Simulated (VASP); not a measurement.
# Ga9As8 (a cell with a defect) in VASP: single point with PBE

Aim: the single point of Ga9As8 (a cell with a defect) with PBE.

All numbers are computed with VASP 6.6.1; they aren't measurements. Logs are shortened: lines on timing, memory, paths and dates and some standing lists are left out, and cuts for length are marked.

## Step 1: The cell of the first run

The cell holds a defect, 17 atoms: a = 8.132 Å, b = 8.132 Å, c = 8.132 Å, α = 60.00°, β = 60.00°, γ = 60.00°.

## Step 2: Single point, PBE

The input, INCAR:

```
SYSTEM = Ga9As8
PREC = Accurate
ENCUT = 520
EDIFF = 1E-6
ISMEAR = -1
SIGMA = 0.002
LREAL = Auto
LASPH = .True.
NELM = 100
ALGO = Normal
ISIF = 2
LWAVE = .False.
LCHARG = .True.
GGA = PE
LELF = .True.
LVHAR = .True.
NBANDS = 92
```

The input, KPOINTS:

```
regular mesh
0
Gamma
  2 2 2
  0 0 0
```

The input, POSCAR:

```
Ga9As8
1.0
    0.0000000000      5.7501820000      5.7501820000
    5.7501820000      0.0000000000      5.7501820000
    5.7501820000      5.7501820000      0.0000000000
Ga As
9 8
Direct
    0.0196167704      0.0848668790     -0.0631806089
    0.0442072964     -0.0285034456      0.5420176266
   -0.0691108560      0.5309049348      0.0637718945
   -0.0459289810      0.4919148646      0.5096012613
    0.5213052387      0.0073215074     -0.0496332116
    0.5896856830     -0.0563460426      0.4444207157
    0.4873150102      0.4824282084      0.0107735720
    0.5183140290      0.4575507349      0.5198270246
    0.1237699955      0.7719581745      0.3319025380
    0.1310306352      0.1628557148      0.1025097988
    0.1971415861      0.1268829404      0.5870944607
    0.1159876331      0.7001082748      0.0652588040
    0.1339870634      0.5608778992      0.6889086293
    0.6599878056      0.1250134344      0.0804409321
    0.6813523468      0.0784844723      0.6032678618
    0.5525912049      0.6442752595      0.1660295274
    0.5868422947      0.6128762533      0.6424405349
```

Potentials or basis: VASP PAW PBE potentials, release 64 (Ga_d, As).

Launch:

```sh
cat potpaw_PBE.64/Ga_d/POTCAR potpaw_PBE.64/As/POTCAR > POTCAR
mpirun -np 1 vasp_std > vasp.out
```

OUTCAR:

```text
SYSTEM = Ga9As8
   PREC = Accurate
   ENCUT = 520
   EDIFF = 1E-6
   ISMEAR = -1
   LREAL = Auto
   LASPH = .True.
   NELM = 100
   ISIF = 2
   GGA = PE

 ion  position               nearest neighbor table
   1  0.020  0.085  0.937-  10 2.39  11 2.39  14 2.46  12 2.57
   2  0.044  0.971  0.542-  11 2.40  15 2.47   9 2.57  13 2.75
   3  0.931  0.531  0.064-  12 2.50  16 2.53  10 2.53  13 2.59
   4  0.954  0.492  0.510-  17 2.44  11 2.57   9 2.65  13 2.89
   5  0.521  0.007  0.950-  15 2.33  16 2.52  14 2.57  10 2.61
   6  0.590  0.944  0.444-  17 2.35  14 2.46  15 2.57  11 2.65
   7  0.487  0.482  0.011-  14 2.41  17 2.45  12 2.56  16 2.58
   8  0.518  0.458  0.520-  17 2.33  16 2.43  15 2.54  13 2.57
   9  0.124  0.772  0.332-  12 2.55  13 2.55   2 2.57   4 2.65  10 2.78  16 2.85
  10  0.131  0.163  0.103-   1 2.39   3 2.53   5 2.61   9 2.78
  11  0.197  0.127  0.587-   1 2.39   2 2.40   4 2.57   6 2.65
  12  0.116  0.700  0.065-   3 2.50   9 2.55   7 2.56   1 2.57
  13  0.134  0.561  0.689-   9 2.55   8 2.57   3 2.59   2 2.75   4 2.89
  14  0.660  0.125  0.080-   7 2.41   1 2.46   6 2.46   5 2.57
  15  0.681  0.078  0.603-   5 2.33   2 2.47   8 2.54   6 2.57
  16  0.553  0.644  0.166-   8 2.43   5 2.52   3 2.53   7 2.58   9 2.85
  17  0.587  0.613  0.642-   8 2.33   6 2.35   4 2.44   7 2.45

  LATTYP: Found a face centered cubic cell.
 ALAT       =    11.5003640000

  Lattice vectors:

 A1 = (   0.0000000000,   5.7501820000,   5.7501820000)
 A2 = (   5.7501820000,   0.0000000000,   5.7501820000)
 A3 = (   5.7501820000,   5.7501820000,   0.0000000000)

Analysis of symmetry for initial positions (statically):
=====================================================================
 Subroutine PRICEL returns:
 Original cell was already a primitive cell.

 Routine SETGRP: Setting up the symmetry group for a
 face centered cubic supercell.

 Subroutine GETGRP returns: Found  1 space group operations
 (whereof  1 operations were pure point group operations)
 out of a pool of 48 trial point group operations.

The static configuration has the point symmetry C_1 .

Analysis of symmetry for dynamics (positions and initial velocities):
=====================================================================
 Subroutine PRICEL returns:
 Original cell was already a primitive cell.

 Routine SETGRP: Setting up the symmetry group for a
 face centered cubic supercell.

 Subroutine GETGRP returns: Found  1 space group operations
 (whereof  1 operations were pure point group operations)
 out of a pool of 48 trial point group operations.

[... 119 lines left out ...]
   ISIF   =      2    stress and relaxation
   ISYM   =      2    0-nonsym 1-usesym 2-fastsym
   POTIM  = 0.5000    time-step for ionic-motion
   TEBEG  =    0.0;   TEEND  =   0.0 temperature during run
   PSTRESS=    0.0 pullay stress
   NELECT =     157.0000    total number of electrons
   NUPDOWN=      -1.0000    fix difference up-down
   EMIN   =  10.00;   EMAX   =-10.00  energy-range for DOS
   EFERMI =   0.00;   METHOD = LEGACY
   ISMEAR =    -1;   SIGMA  =   0.00  broadening in eV -4-tet -1-fermi 0-gaus
   EFERMI_NEDOS =   21; number of points for ismear=-14 and -15
   IALGO  =     38    algorithm
   IMIX   =      4    mixing-type and parameters
     AMIX     =   0.40;   BMIX     =  1.00
     AMIX_MAG =   1.60;   BMIX_MAG =  1.00
  volume/ion in A,a.u.               =      22.37       150.95
  Fermi-wavevector in a.u.,A,eV,Ry     =   1.219036  2.303644 20.218914  1.486048
  Thomas-Fermi vector in A             =   2.354302
   LORBIT       =      0    0 simple, 1 ext, 2 COOP (PROOUT), +10 PAW based schemes
   GGA     = PE    functional components
   LHFCALC =     F    Hartree Fock is set to
   AEXX    =    0.0000 exact exchange contribution
   IVDW    =     0    specifies the selected vdW correction
   LEPSILON=     F    determine dielectric tensor
   LRPA    =     F    only Hartree local field effects (RPA)
 non-spin polarized calculation
  energy-cutoff  :      520.00
  volume of cell :      380.25
 maximum number of plane-waves:     10272
   NGX = 31   NGY = 31   NGZ = 31

 number of electron     157.0000010 magnetization

 Free energy of the ion-electron system (eV)
  ---------------------------------------------------
  ext. energy  EPLUGINS =         0.00000000
  ---------------------------------------------------
  free energy    TOTEN  =       -63.80489915 eV

  energy without entropy =      -63.80489370  energy(sigma->0) =      -63.80489643

 E-fermi :   4.5148     XC(G=0):  -9.7209

 val. band max:        4.5001285834   @ k =   0.5000   0.0000   0.0000
 cond. band min:       4.5294547282   @ k =   0.5000   0.5000   0.5000
 fundamental gap:      0.0293261448
 Fermi energy:         4.5147916560

 k-point     1 :       0.0000    0.0000    0.0000
  band No.  band energies     occupation
      1     -11.0763      2.00000
      2     -11.0027      2.00000
      3     -10.9948      2.00000
      4     -10.9402      2.00000
      5     -10.9333      2.00000
      6     -10.9237      2.00000
[... 733 lines left out ...]
     89       7.9309      0.00000
     90       8.1637      0.00000
 [bands above 90 left out]

------------------------ aborting loop because EDIFF is reached ----------------------------------------

  FORCE on cell =-STRESS in cart. coord.  units (eV):
  Direction    XX          YY          ZZ          XY          YZ          ZX
  --------------------------------------------------------------------------------------
  -------------------------------------------------------------------------------------
  Total        9.5419929     11.3709288     11.4628180      3.7111094     -2.0638714      0.0044242
  in kB       40.2045221     47.9106161     48.2977846     15.6365006     -8.6959784      0.0186410
  external PRESSURE =      45.4709743 kB  Pullay stress =       0.0000000 kB

 VOLUME and BASIS-vectors are now :
 -----------------------------------------------------------------------------
  energy-cutoff  :      520.00
  volume of cell :      380.25
      direct lattice vectors                 reciprocal lattice vectors
     0.000000000  5.750182000  5.750182000    -0.086953769  0.086953769  0.086953769
     5.750182000  0.000000000  5.750182000     0.086953769 -0.086953769  0.086953769
     5.750182000  5.750182000  0.000000000     0.086953769  0.086953769 -0.086953769

 POSITION                                       TOTAL-FORCE (eV/Angst)
 -----------------------------------------------------------------------------------
      5.87488      5.49968      0.60080        -0.149425      0.070179     -0.340461
      8.70298      3.37090      5.84048        -0.614634     -0.091026     -0.316922
      3.41950      5.71948      8.40558        -0.193167      0.042759      0.126092
      5.75890      8.41638      8.31468        -0.491159      0.601794      0.777873
      5.50688      8.46238      3.03970         1.391892      0.457564     -0.705838
      7.98168      5.94630      8.81698         0.955375     -0.328370      0.913442
[... 9 lines left out ...]
      4.65940      4.13220      6.88220        -0.710475     -0.507029      0.137655
      7.21830      7.06860      6.89860         0.049991      0.803120      0.069927
 -----------------------------------------------------------------------------------
    total drift:                               -0.006002     -0.006956     -0.019077

  FREE ENERGIE OF THE ION-ELECTRON SYSTEM (eV)
  ---------------------------------------------------
  free  energy   TOTEN  =       -63.8048991534 eV

  energy  without entropy=      -63.8048937032  energy(sigma->0) =      -63.80489643
```

OSZICAR:

```text
N       E                     dE             d eps       ncg     rms          rms(c)
DAV:   1     0.170392648287E+04    0.17039E+04   -0.66121E+04  1584   0.249E+03
DAV:   2     0.318613407004E+03   -0.13853E+04   -0.13432E+04  1488   0.714E+02
DAV:   3    -0.304937474649E+02   -0.34911E+03   -0.33247E+03  1824   0.226E+02
DAV:   4    -0.627393750147E+02   -0.32246E+02   -0.31018E+02  1680   0.654E+01
DAV:   5    -0.651810471644E+02   -0.24417E+01   -0.24131E+01  2008   0.181E+01    0.847E+00
DAV:   6    -0.639207604119E+02    0.12603E+01   -0.27772E+00  2096   0.164E+01    0.483E+00
DAV:   7    -0.638016703170E+02    0.11909E+00   -0.17016E+00  1696   0.798E+00    0.159E+00
DAV:   8    -0.637933151460E+02    0.83552E-02   -0.32239E-01  1720   0.967E+00    0.596E-01
DAV:   9    -0.638032086564E+02   -0.98935E-02   -0.10036E-01  1744   0.262E+00    0.204E-01
DAV:  10    -0.638039031851E+02   -0.69453E-03   -0.22206E-02  1832   0.138E+00    0.110E-01
DAV:  11    -0.638045366088E+02   -0.63342E-03   -0.46646E-03  1680   0.837E-01    0.659E-02
DAV:  12    -0.638047579076E+02   -0.22130E-03   -0.12633E-03  1880   0.454E-01    0.331E-02
DAV:  13    -0.638048723429E+02   -0.11444E-03   -0.49961E-04  1576   0.200E-01    0.134E-02
DAV:  14    -0.638048912939E+02   -0.18951E-04   -0.14435E-04  1784   0.144E-01    0.646E-03
DAV:  15    -0.638048964167E+02   -0.51228E-05   -0.47519E-05  1664   0.738E-02    0.284E-03
DAV:  16    -0.638048986173E+02   -0.22006E-05   -0.22313E-05  1736   0.385E-02    0.160E-03
DAV:  17    -0.638048991534E+02   -0.53606E-06   -0.57688E-06  1136   0.215E-02
   1 F= -.63804899E+02 E0= -.63804896E+02  d E =-.545020E-05
```

stdout:

```text
POSCAR found type information on POSCAR GaAs
 POSCAR found :  2 types and      17 ions
 scaLAPACK will be used
 LDA part: xc-table for (Slater+PW92), standard interpolation
 POSCAR, INCAR and KPOINTS ok, starting setup
 FFT: planning ... GRIDC
 FFT: planning ... GRID_SOFT
 FFT: planning ... GRID
 WAVECAR not read
 entering main loop
```

Wall time 14 min (1 thread of AMD EPYC 7R43 (Zen 3), shared host); peak memory 0.52 GiB.

What came out:

```yaml
Free_energy: -63.8049 eV
Pressure: 4.5 GPa
Largest_force: 1.626 eV/Å
Band_gap_on_the_k_mesh: zero (an odd number of electrons rules out a gap without spin polarisation)
```

Forces in eV/Å, atoms in the order of the input:
```
Ga  -0.149  0.070 -0.340
Ga  -0.615 -0.091 -0.317
Ga  -0.193  0.043  0.126
Ga  -0.491  0.602  0.778
Ga   1.392  0.458 -0.706
Ga   0.955 -0.328  0.913
Ga   1.036 -0.061  0.176
Ga  -0.412 -0.323 -1.222
Ga  -0.235 -0.045  0.466
As   0.266  0.731  0.357
As   0.014 -0.623  0.594
As  -0.263  0.582 -0.784
As   0.148 -0.119 -0.108
As  -0.268 -0.277 -0.600
As  -0.526 -0.913  0.459
As  -0.710 -0.507  0.138
As   0.050  0.803  0.070
```

Stress tensor (GPa, compression positive):
```
 4.02  1.56  0.00
 1.56  4.79 -0.87
 0.00 -0.87  4.83
```

Caveat: the k points lie up to 0.47 Å⁻¹ apart, too coarse for converged energies and pressures of a metal; the atoms stand as in a frame of molecular dynamics; an odd number of electrons without spin polarisation forces a metal; a magnetic or distorted state may lie lower.

The gap in the log of VASP goes by the Fermi energy; the results here count the filled bands.